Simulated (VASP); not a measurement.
Write the native input for VASP 6.6.1 that does the following.

```
Task                   : single point
Functional             : LDA
Potentials or basis    : VASP PAW LDA potentials, release 64 (Hf_pv, O)
Cutoff                 : 520 eV
k mesh                 : 5 × 8 × 4
Occupations            : fermi-dirac, width 0.05 eV
Spin                   : no spin polarisation
Dipole correction      : no
Further INCAR settings : ALGO = Normal; EDIFF = 1e-07; NBANDS = 56
```

The structure of HfO2 lies in POSCAR:

```
HfO2
1.0
    5.4855860505      0.0000000000      0.0000000000
    0.0000000000      3.2558850156      0.0000000000
    0.0000000000      0.0000000000      6.3969434499
Hf O
4 8
Direct
    0.7456676136      0.7500000000      0.6133034039
    0.2543323864      0.2500000000      0.3866965961
    0.2456676136      0.7500000000      0.8866965961
    0.7543323864      0.2500000000      0.1133034039
    0.6406996855      0.2500000000      0.4265567148
    0.3593003145      0.7500000000      0.5734432852
    0.1406996855      0.2500000000      0.0734432852
    0.8593003145      0.7500000000      0.9265567148
    0.5250419372      0.2500000000      0.8385441184
    0.4749580628      0.7500000000      0.1614558816
    0.0250419372      0.2500000000      0.6614558816
    0.9749580628      0.7500000000      0.3385441184
```

These files were run (other wordings do the same):

INCAR

```
SYSTEM = HfO2
PREC     = Accurate       ! precision mode
ENCUT    = 520            ! plane-wave cutoff, eV
EDIFF    = 1E-7           ! SCF threshold, eV
ISMEAR   = -1             ! smearing method
SIGMA    = 0.05           ! smearing width, eV
LREAL    = .FALSE.        ! projectors in reciprocal space
LASPH    = .TRUE.         ! aspherical terms in the spheres
NELM     = 100            ! most SCF steps
ALGO     = Normal         ! electronic algorithm
ISIF     = 2              ! what is computed and relaxed
LWAVE    = .FALSE.        ! write WAVECAR
LCHARG   = .TRUE.         ! write CHGCAR
GGA      = CA             ! functional
LELF     = .TRUE.         ! ELF
LVHAR    = .TRUE.       
NBANDS   = 56             ! bands
```

KPOINTS

```
Automatic mesh
0
G
  5 8 4
  0 0 0
```

Potentials or basis: VASP PAW LDA potentials, release 64 (Hf_pv, O).

Command:

```sh
$ cat potpaw_LDA.64/Hf_pv/POTCAR potpaw_LDA.64/O/POTCAR > POTCAR
$ mpirun -np 1 vasp_std > vasp.out
```

Results of the run:

The pressure is -3.0 GPa, the largest force is 0.052 eV/Å and the band gap on the k mesh is 3.17 eV.

Caveat: the cell stands under tension; spin-orbit coupling is left out, which moves the levels of the heavy elements.

It took 3.4 min on 1 thread of Intel(R) Xeon(R) Platinum 8488C (Sapphire Rapids), on a shared host, peak memory 0.31 GiB.
